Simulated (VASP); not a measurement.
Write the native input for VASP 6.6.1 that does the following.

```yaml
Task: single point
Functional: PBE
Potentials_or_basis: VASP PAW PBE potentials, release 64 (Zn, Br)
Cutoff: 520 eV
k_mesh: 12 × 12 × 4
Occupations: gaussian, width 0.1 eV
Spin: no spin polarisation
Dipole_correction: no
Further_INCAR_settings: ALGO = Normal; EDIFF = 1e-07; NBANDS = 30
```

The structure of Zn2Br3 lies in POSCAR:

```
Zn2Br3
1.0
    3.9243292662      0.0000000000      0.0000000000
   -1.9621646331      3.3985688373      0.0000000000
    0.0000000000      0.0000000000     10.4087042556
Zn Br
2 3
Direct
    0.3333333333      0.6666666667      0.1710428459
    0.6666666667      0.3333333333      0.8289571541
    0.0000000000      0.0000000000      0.0000000000
    0.3333333333      0.6666666667      0.6977996127
    0.6666666667      0.3333333333      0.3022003873
```

One way to write it, as run:

INCAR

```
PREC = Accurate
ENCUT = 520
EDIFF = 1E-7
ISMEAR = 0
SIGMA = 0.1
LREAL = False
LASPH = True
NELM = 60
ALGO = Normal
ISIF = 2
LWAVE = False
LCHARG = False
GGA = PE
NBANDS = 30
```

KPOINTS

```
Automatic mesh
0
Gamma
  12 12 4
```

Potentials or basis: VASP PAW PBE potentials, release 64 (Zn, Br).

Command:

```sh
$ cat potpaw_PBE.64/Zn/POTCAR potpaw_PBE.64/Br/POTCAR > POTCAR
$ mpirun -np 1 vasp_std > vasp.out
```

Results of the run:

- Pressure: 0.1 GPa
- Largest force: 0.012 eV/Å
- Band gap on the k mesh: zero (an odd number of electrons rules out a gap without spin polarisation)

Caveat: this functional lacks dispersion, which binds layers or chains, so the pressure and a relaxed spacing across them are unreliable; an odd number of electrons without spin polarisation forces a metal; a magnetic or distorted state may lie lower.

It took 2.4 min on 1 thread of Intel(R) Xeon(R) 6975P-C (Granite Rapids), with other jobs on the host, peak memory 0.4 GiB.
